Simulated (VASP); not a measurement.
Wanted: the native input for a VASP 6.6.1 run.

```
Task                   : single point
Functional             : RPBE
Dispersion             : D4
Potentials or basis    : VASP PAW PBE potentials, release 64 (Pb_d, Se)
Cutoff                 : 520 eV
k mesh                 : 8 × 8 × 8
Occupations            : fermi-dirac, width 0.05 eV
Spin                   : no spin polarisation
Dipole correction      : no
Further INCAR settings : ALGO = Normal; EDIFF = 1e-06; NBANDS = 17
```

The structure of PbSe (Clausthalite) lies in POSCAR:

```
PbSe
1.0
    0.0000000000      3.0192847941      3.0192847941
    3.0192847941      0.0000000000      3.0192847941
    3.0192847941      3.0192847941      0.0000000000
Pb Se
1 1
Direct
    0.0000000000      0.0000000000      0.0000000000
    0.5000000000      0.5000000000      0.5000000000
```

The input as run:

INCAR

```
PREC     = Accurate       # precision mode
ENCUT    = 520            # plane-wave cutoff, eV
EDIFF    = 1E-6           # SCF threshold, eV
ISMEAR   = -1             # smearing method
SIGMA    = 0.05           # smearing width, eV
LREAL    = F              # projectors in reciprocal space
LASPH    = T              # aspherical terms in the spheres
NELM     = 80             # most SCF steps
ALGO     = Normal         # electronic algorithm
ISIF     = 2              # what is computed and relaxed
LWAVE    = F              # write WAVECAR
LCHARG   = T              # write CHGCAR
GGA      = RP             # functional
IVDW     = 13             # dispersion correction
LELF     = T              # ELF
LVHAR    = T            
NBANDS   = 17             # bands
```

KPOINTS

```
regular mesh
0
Gamma
  8 8 8
```

Potentials or basis: VASP PAW PBE potentials, release 64 (Pb_d, Se).

Command:

```console
$ cat potpaw_PBE.64/Pb_d/POTCAR potpaw_PBE.64/Se/POTCAR > POTCAR
$ mpirun -np 1 vasp_std > vasp.out
```

Results of the run:

| Item | Value |
| --- | --- |
| Pressure | 2.5 GPa |
| Band gap on the k mesh | 0.23 eV, direct |
| Dispersion energy per atom | -0.756 eV |

Caveat: the PAW data sets were made with another functional, which shifts forces and pressure a little; spin-orbit coupling is left out, which moves the levels of the heavy elements.

Run time: 15 s on 1 thread of Intel Xeon 6975P-C, with other jobs on the host, peak memory 0.18 GiB.
